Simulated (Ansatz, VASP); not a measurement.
**One calculation of Sb, two programs**

File INCAR:

```
SYSTEM = Sb
PREC = Accurate ; ENCUT = 520
EDIFF = 1E-7 ; ISMEAR = -1
SIGMA = 0.1 ; LREAL = .False.
LASPH = .True. ; NELM = 80
ALGO = Normal ; ISIF = 2
LWAVE = .False. ; LCHARG = .True.
GGA = PS ; LELF = .True.
LVHAR = .True. ; NBANDS = 12
```

KPOINTS

```
Automatic mesh
0
Gamma
  12 12 7
  0 0 0
```

POSCAR

```
Sb
1.0
    3.3587509521      0.0000000000      0.0000000000
   -1.6793754760      2.9087636495      0.0000000000
    0.0000000000      0.0000000000      5.5539058842
Sb
2
Direct
    0.3333333333      0.6666666667      0.2500000000
    0.6666666667      0.3333333333      0.7500000000
```

Input for Ansatz:

```yaml
crystal:
  lattice:
    - [3.3587509521, 0.0, 0.0]
    - [-1.679375476, 2.9087636495, 0.0]
    - [0.0, 0.0, 5.5539058842]
  atoms:
    - { symbol: Sb, position: [0.3333333333, 0.6666666667, 0.25] }
    - { symbol: Sb, position: [0.6666666667, 0.3333333333, 0.75] }
hamiltonian:
  xc: pbesol
  pseudopotentials:
    kind: paw
    azcp:
      Sb: "pseudopotentials/Sb.paw.azcp"
basis:
  ecutwfc: 420
  fft_grid_basis: typed
kpoints:
  mp_grid: { grid: [12, 12, 7], shift: [0, 0, 0] }
magnetization:
  spin_polarized: false
scf:
  occupations: { method: fermi_dirac, width: 0.1 }
  lower_state_search: "off"
output:
  stress: true
```

Alike in both runs: task single point; functional PBEsol; k mesh 12 × 12 × 7; occupations fermi-dirac, width 0.1 eV; no spin polarisation.

```csv
,VASP,Ansatz
version,VASP 6.6.1,Ansatz 0.2.0
potentials or method,"VASP PAW PBE potentials, release 64 (Sb), cutoff 520 eV","plane waves (420 eV) with PAW, scalar-relativistic"
valence electrons in the cell,10,30
```

Ansatz gave:

| Quantity | Value |
| --- | --- |
| pressure (GPa) | -2.2 |
| traceless stress, the component that is largest in VASP (GPa) | -0.33 |

Q: What did VASP give for the same quantities?

A: Pressure (GPa): -2.2; traceless stress, the component that is largest in VASP (GPa): -0.35.

VASP's potentials were made for PBE, not for PBEsol, and Ansatz warns of the same on its side. VASP's potentials hold 10 valence electrons a cell and Ansatz's 30, so a difference there can come from the potentials and not from the codes.

Spin-orbit coupling is off throughout.
